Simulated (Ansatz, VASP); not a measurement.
## HfMg3: VASP beside Ansatz

Contents of INCAR:

```
SYSTEM = HfMg3
ALGO = Fast ; EDIFF = 1E-7
ENCUT = 520 ; GGA = PE
ISIF = 2 ; ISMEAR = 0
LASPH = .TRUE. ; LCHARG = .FALSE.
LREAL = .FALSE. ; LWAVE = .FALSE.
NBANDS = 16 ; NELM = 100
PREC = Accurate ; SIGMA = 0.05
```

The input KPOINTS:

```
k-points
0
G
  8 8 8
  0 0 0
```

File POSCAR:

```
HfMg3
1.0
    4.4351854621     -0.0221759273      0.0000000000
   -0.0221759273      4.4351854621      0.0000000000
    0.0000000000      0.0000000000      4.4351854621
Hf Mg
1 3
Direct
    0.0000000000      0.0000000000      0.0000000000
    0.0000000000      0.5000000000      0.5000000000
    0.5000000000      0.5000000000      0.0000000000
    0.5000000000      0.0000000000      0.5000000000
```

Input for Ansatz:

```yaml
crystal:
  lattice:
    - [4.4351854621, -0.0221759273, 0.0]
    - [-0.0221759273, 4.4351854621, 0.0]
    - [0.0, 0.0, 4.4351854621]
  atoms:
    - { symbol: Hf, position: [0.0, 0.0, 0.0] }
    - { symbol: Mg, position: [0.0, 0.5, 0.5] }
    - { symbol: Mg, position: [0.5, 0.5, 0.0] }
    - { symbol: Mg, position: [0.5, 0.0, 0.5] }
basis:
  ecutwfc: 420
  ecutrho_ratio: 4
kpoints:
  mp_grid: { grid: [8, 8, 8] }
hamiltonian:
  xc: pbe
scf:
  occupations: { method: gaussian, width: 0.05 }
output:
  forces: true
  stress: true
  eigenvalues: true
```

Change from the starting cell: strain e6 = -0.01, atoms carried along.

Alike in both runs: task single point; functional PBE; k mesh 8 × 8 × 8; occupations gaussian, width 0.05 eV; no spin polarisation.

|  | VASP | Ansatz |
| --- | --- | --- |
| version | VASP 6.6.1 | Ansatz 0.2.0 |
| potentials or method | VASP PAW PBE potentials, release 64 (Hf_pv, Mg), cutoff 520 eV | scalar-relativistic, plane waves, PAW |
| valence electrons in the cell | 16 | 56 |

|  | VASP | Ansatz | Ansatz less VASP |
| --- | --- | --- | --- |
| gap on the k mesh at the Fermi level (eV) | none | none | - |
| pressure (GPa) | -0.1 | 0.0 | +0.12 |
| traceless stress, the component that is largest in VASP (GPa) | 0.53 | 0.53 | -0.001 |

A gap of «none» marks a metal or a gap that the smearing closes. VASP's potentials hold 16 valence electrons a cell and Ansatz's 56, so a difference there can come from the potentials and not from the codes.

Neither program's run includes spin-orbit coupling.
